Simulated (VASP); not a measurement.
# Sn (Immm) in VASP: further runs, part 2 of 2

VASP 6.6.1. Earlier steps stand in the parts before.

### 3 Single point, LDA (strain +0.025 along x and y, -0.050 along z)

The input, INCAR:

```
SYSTEM = Sn
PREC = Accurate
ENCUT = 520
EDIFF = 1E-6
ISMEAR = 0
SIGMA = 0.15
LREAL = .FALSE.
LASPH = .TRUE.
NELM = 80
ALGO = Fast
ISIF = 2
LWAVE = .FALSE.
LCHARG = .FALSE.
NBANDS = 13
```

The input, KPOINTS:

```
Automatic mesh
0
G
  20 20 20
  0 0 0
```

The input, POSCAR:

```
Sn
1.0
   -1.7697024750      1.8199356750      2.2214249000
    1.7697024750     -1.8199356750      2.2214249000
    1.7697024750      1.8199356750     -2.2214249000
Sn
1
Direct
    0.0000000000      0.0000000000      0.0000000000
```

Potentials or basis: VASP PAW LDA potentials, release 64 (Sn_d).

Launch:

```console
> cat potpaw_LDA.64/Sn_d/POTCAR > POTCAR
> mpirun -np 1 vasp_std > vasp.out
```

OUTCAR:

```text
SYSTEM = Sn
   PREC = Accurate
   ENCUT = 520
   EDIFF = 1E-6
   ISMEAR = 0
   LREAL = .FALSE.
   LASPH = .TRUE.
   NELM = 80
   ISIF = 2

 ion  position               nearest neighbor table
   1  0.000  0.000  0.000-

  LATTYP: Found a body centered orthorhombic cell.
 ALAT       =     3.5394049500
 B/A-ratio  =     1.0283851103
 C/A-ratio  =     1.2552533160

  Lattice vectors:

 A1 = (  -1.7697024750,   1.8199356750,   2.2214249000)
 A2 = (   1.7697024750,  -1.8199356750,   2.2214249000)
 A3 = (   1.7697024750,   1.8199356750,  -2.2214249000)

Analysis of symmetry for initial positions (statically):
=====================================================================
 Subroutine PRICEL returns:
 Original cell was already a primitive cell.

 Routine SETGRP: Setting up the symmetry group for a
 body centered orthorhombic supercell.

 Subroutine GETGRP returns: Found  8 space group operations
 (whereof  8 operations were pure point group operations)
 out of a pool of  8 trial point group operations.

The static configuration has the point symmetry D_2h.

Analysis of symmetry for dynamics (positions and initial velocities):
=====================================================================
 Subroutine PRICEL returns:
 Original cell was already a primitive cell.

 Routine SETGRP: Setting up the symmetry group for a
 body centered orthorhombic supercell.

 Subroutine GETGRP returns: Found  8 space group operations
 (whereof  8 operations were pure point group operations)
 out of a pool of  8 trial point group operations.

The dynamic configuration has the point symmetry D_2h.

 Subroutine INISYM returns: Found  8 space group operations
 (whereof  8 operations are pure point group operations),
 and found     1 'primitive' translations

----------------------------------------------------------------------------------------

                                     Primitive cell

  volume of cell :      28.6186

  direct lattice vectors                    reciprocal lattice vectors
    -1.769702475  1.819935675  2.221424900     0.000000000  0.274734985  0.225080758
     1.769702475 -1.819935675  2.221424900     0.282533368  0.000000000  0.225080758
     1.769702475  1.819935675 -2.221424900     0.282533368  0.274734985  0.000000000

  length of vectors
     3.373238992  3.373238992  3.373238992     0.355162863  0.361229084  0.394086812

  position of ions in fractional coordinates (direct lattice)
     0.000000000  0.000000000  0.000000000

  ion indices of the primitive-cell ions
   primitive index   ion index
                 1           1

----------------------------------------------------------------------------------------

 KPOINTS: Automatic mesh

Automatic generation of k-mesh.
 Grid dimensions read from file:
 generate k-points for:   20   20   20

 Generating k-lattice:

  Cartesian coordinates                     Fractional coordinates (reciprocal lattice)
     0.000000000  0.013736749  0.011254038     0.050000000 -0.000000000  0.000000000
     0.014126668  0.000000000  0.011254038     0.000000000  0.050000000  0.000000000
     0.014126668  0.013736749  0.000000000     0.000000000 -0.000000000  0.050000000

  Length of vectors
     0.017758143  0.018061454  0.019704341

  Shift w.r.t. Gamma in fractional coordinates (k-lattice)
     0.000000000  0.000000000  0.000000000

 Subroutine IBZKPT returns following result:
 ===========================================

 Found   1166 irreducible k-points:

 Following reciprocal coordinates:
            Coordinates               Weight
  0.000000  0.000000  0.000000      1.000000
  0.050000  0.000000  0.000000      4.000000
  0.100000 -0.000000  0.000000      4.000000
  0.150000  0.000000  0.000000      4.000000
  0.200000 -0.000000  0.000000      4.000000
  0.250000  0.000000 -0.000000      4.000000
[... 16 lines left out ...]
 -0.450000  0.050000 -0.000000      8.000000
 -0.400000  0.050000  0.000000      8.000000
 [... further k-points ...]
   k-points           NKPTS =   1166   k-points in BZ     NKDIM =   1166   number of bands    NBANDS=     13
   number of dos      NEDOS =    301   number of ions     NIONS =      1
   total plane-waves  NPLWV =  21952
   dimension x,y,z NGX =    28 NGY =   28 NGZ =   28
   dimension x,y,z NGXF=    56 NGYF=   56 NGZF=   56
   ions per type =               1
   NGX,Y,Z   is equivalent  to a cutoff of  13.80, 13.80, 13.80 a.u.
   NGXF,Y,Z  is equivalent  to a cutoff of  27.60, 27.60, 27.60 a.u.
 SYSTEM =  Sn
   PREC   = accura    normal or accurate (medium, high low for compatibility)
   ISTART =      0    job   : 0-new  1-cont  2-samecut
   ICHARG =      2    charge: 1-file 2-atom 10-const
   ISPIN  =      1    spin polarized calculation?
   LNONCOLLINEAR =      F non collinear calculations
   LSORBIT =      F    spin-orbit coupling
   LASPH  =      T    aspherical Exc in radial PAW
   ENCUT  =  520.0 eV  38.22 Ry    6.18 a.u.   6.27  6.27  6.27*2*pi/ulx,y,z
   NELM   =     80;   NELMIN=  2; NELMDL= -5     # of ELM steps
   EDIFF  = 0.1E-05   stopping-criterion for ELM
   LREAL  =      F    real-space projection
   EDIFFG = 0.1E-04   stopping-criterion for IOM
   NSW    =      0    number of steps for IOM
   IBRION =     -1    ionic relax: 0-MD 1-quasi-New 2-CG
   NFREE  =      0    steps in history (QN), initial steepest desc. (CG)
   ISIF   =      2    stress and relaxation
   ISYM   =      2    0-nonsym 1-usesym 2-fastsym
   POTIM  = 0.5000    time-step for ionic-motion
   TEBEG  =    0.0;   TEEND  =   0.0 temperature during run
   PSTRESS=    0.0 pullay stress
   NELECT =      14.0000    total number of electrons
   NUPDOWN=      -1.0000    fix difference up-down
   EMIN   =  10.00;   EMAX   =-10.00  energy-range for DOS
   EFERMI =   0.00;   METHOD = LEGACY
   ISMEAR =     0;   SIGMA  =   0.15  broadening in eV -4-tet -1-fermi 0-gaus
   EFERMI_NEDOS =   21; number of points for ismear=-14 and -15
   IALGO  =     68    algorithm
   IMIX   =      4    mixing-type and parameters
     AMIX     =   0.40;   BMIX     =  1.00
     AMIX_MAG =   1.60;   BMIX_MAG =  1.00
  volume/ion in A,a.u.               =      28.62       193.13
  Fermi-wavevector in a.u.,A,eV,Ry     =   1.289936  2.437626 22.639213  1.663935
  Thomas-Fermi vector in A             =   2.421798
   LORBIT       =      0    0 simple, 1 ext, 2 COOP (PROOUT), +10 PAW based schemes
   GGA     = CA    functional components
   LHFCALC =     F    Hartree Fock is set to
   AEXX    =    0.0000 exact exchange contribution
   IVDW    =     0    specifies the selected vdW correction
   LEPSILON=     F    determine dielectric tensor
   LRPA    =     F    only Hartree local field effects (RPA)
 non-spin polarized calculation
 RMM-DIIS sequential band-by-band and
 Gauss-broadening in eV      SIGMA  =   0.15
  energy-cutoff  :      520.00
  volume of cell :       28.62
 maximum number of plane-waves:       787
 NGX is ok and might be reduce to    28
   NGX = 13   NGY = 13   NGZ = 13

 number of electron      13.9999999 magnetization

 Free energy of the ion-electron system (eV)
  ---------------------------------------------------
  ext. energy  EPLUGINS =         0.00000000
  ---------------------------------------------------
  free energy    TOTEN  =        -4.40003251 eV

  energy without entropy =       -4.39398172  energy(sigma->0) =       -4.39700711

 E-fermi :   7.2486     XC(G=0): -10.3617

 val. band max:        7.2484021796   @ k =  -0.3000  -0.4000   0.3000
 cond. band min:       7.2491294237   @ k =  -0.4000   0.2500   0.0500
 fundamental gap:      0.0007272441
 Fermi energy:         7.2485855681

 k-point     1 :       0.0000    0.0000    0.0000
  band No.  band energies     occupation
      1     -14.2133      2.00000
      2     -14.2008      2.00000
      3     -14.1621      2.00000
      4     -14.1454      2.00000
      5     -14.0869      2.00000
      6      -3.5371      2.00000
      7      14.2759      0.00000
      8      14.2981      0.00000
      9      14.7544      0.00000
     10      18.1403      0.00000
     11      18.5189      0.00000
     12      19.1482      0.00000
     13      19.3190      0.00000
[... 353 lines left out ...]
 k-point    24 :      -0.4000    0.0500    0.0000
  band No.  band energies     occupation
      1     -14.2045      2.00000
      2     -14.1840      2.00000
      3     -14.1488      2.00000
      4     -14.0831      2.00000
      5     -14.0592      2.00000
      6      -0.7657      2.00000
      7       4.7178      2.00000
      8      11.9083      0.00000
      9      13.1504      0.00000
     10      16.7883      0.00000
     11      16.9974      0.00000
     12      18.0569      0.00000
     13      21.4377      0.00000

 [... further k-points ...]

------------------------ aborting loop because EDIFF is reached ----------------------------------------

  FORCE on cell =-STRESS in cart. coord.  units (eV):
  Direction    XX          YY          ZZ          XY          YZ          ZX
  --------------------------------------------------------------------------------------
  -------------------------------------------------------------------------------------
  Total       -0.8779446     -0.8954405     -0.8225699      0.0000000      0.0000000      0.0000000
  in kB      -49.1507072    -50.1301934    -46.0506188      0.0000000      0.0000000      0.0000000
  external PRESSURE =     -48.4438398 kB  Pullay stress =       0.0000000 kB

 VOLUME and BASIS-vectors are now :
 -----------------------------------------------------------------------------
  energy-cutoff  :      520.00
  volume of cell :       28.62
      direct lattice vectors                 reciprocal lattice vectors
    -1.769702475  1.819935675  2.221424900     0.000000000  0.274734985  0.225080758
     1.769702475 -1.819935675  2.221424900     0.282533368  0.000000000  0.225080758
     1.769702475  1.819935675 -2.221424900     0.282533368  0.274734985  0.000000000

 POSITION                                       TOTAL-FORCE (eV/Angst)
 -----------------------------------------------------------------------------------
      0.00000      0.00000      0.00000         0.000000      0.000000      0.000000
 -----------------------------------------------------------------------------------
    total drift:                               -0.000000     -0.000000     -0.000000

  FREE ENERGIE OF THE ION-ELECTRON SYSTEM (eV)
  ---------------------------------------------------
  free  energy   TOTEN  =        -4.4000325091 eV

  energy  without entropy=       -4.3939817151  energy(sigma->0) =       -4.39700711
```

OSZICAR:

```text
N       E                     dE             d eps       ncg     rms          rms(c)
DAV:   1     0.810268568696E+02    0.81027E+02   -0.71988E+03 31076   0.158E+03
DAV:   2     0.149977448395E+01   -0.79527E+02   -0.77061E+02 32081   0.339E+02
DAV:   3    -0.428668203716E+01   -0.57865E+01   -0.57634E+01 36094   0.745E+01
DAV:   4    -0.441072697883E+01   -0.12404E+00   -0.12402E+00 36608   0.117E+01
DAV:   5    -0.441505219660E+01   -0.43252E-02   -0.43251E-02 39952   0.213E+00    0.122E+00
RMM:   6    -0.440399313975E+01    0.11059E-01   -0.91712E-03 38294   0.120E+00    0.696E-01
RMM:   7    -0.440016620854E+01    0.38269E-02   -0.69812E-03 38208   0.895E-01    0.877E-02
RMM:   8    -0.439999748126E+01    0.16873E-03   -0.77875E-04 42041   0.427E-01    0.249E-02
RMM:   9    -0.440003049984E+01   -0.33019E-04   -0.33921E-04 46932   0.168E-01    0.196E-02
RMM:  10    -0.440003042346E+01    0.76380E-07   -0.50860E-05 40560   0.104E-01    0.594E-03
RMM:  11    -0.440003211985E+01   -0.16964E-05   -0.27051E-05 47805   0.523E-02    0.733E-03
RMM:  12    -0.440003250913E+01   -0.38928E-06   -0.35974E-06 32375   0.188E-02
   1 F= -.44000325E+01 E0= -.43970071E+01  d E =-.605079E-02
```

stdout:

```text
POSCAR found type information on POSCAR Sn
 POSCAR found :  1 types and       1 ions
 scaLAPACK will be used
 LDA part: xc-table for (Slater(with rela. corr.)+CA(PZ))
 , standard interpolation
 POSCAR, INCAR and KPOINTS ok, starting setup
 FFT: planning ... GRIDC
 FFT: planning ... GRID_SOFT
 FFT: planning ... GRID
 WAVECAR not read
 entering main loop
WARNING in EDDRMM: call to ZHEGV failed, returncode =   6  3     12
WARNING in EDDRMM: call to ZHEGV failed, returncode =   6  3     10
WARNING in EDDRMM: call to ZHEGV failed, returncode =   6  3     12
WARNING in EDDRMM: call to ZHEGV failed, returncode =   6  3     10
WARNING in EDDRMM: call to ZHEGV failed, returncode =   8  4     11
WARNING in EDDRMM: call to ZHEGV failed, returncode =   6  3     11
WARNING in EDDRMM: call to ZHEGV failed, returncode =   6  3     10
WARNING in EDDRMM: call to ZHEGV failed, returncode =   8  4     11
WARNING in EDDRMM: call to ZHEGV failed, returncode =   8  4     13
WARNING in EDDRMM: call to ZHEGV failed, returncode =   8  4     12
WARNING in EDDRMM: call to ZHEGV failed, returncode =   8  4     11
WARNING in EDDRMM: call to ZHEGV failed, returncode =   6  3     10
WARNING in EDDRMM: call to ZHEGV failed, returncode =   6  3     12
```

Wall time 7.2 min (1 thread of Intel Xeon 8259CL, shared host); peak memory 0.48 GiB.

Results:

* Free energy: -4.4000 eV
* Pressure: -4.8 GPa
* Band gap on the k mesh: zero (bands 7 and 8 overlap by 9.04 eV)

Caveat: the cell differs from its parent crystal (strain +0.025 along x and y, -0.050 along z); the cell stands under tension; spin-orbit coupling is left out, which moves the levels of the heavy elements.
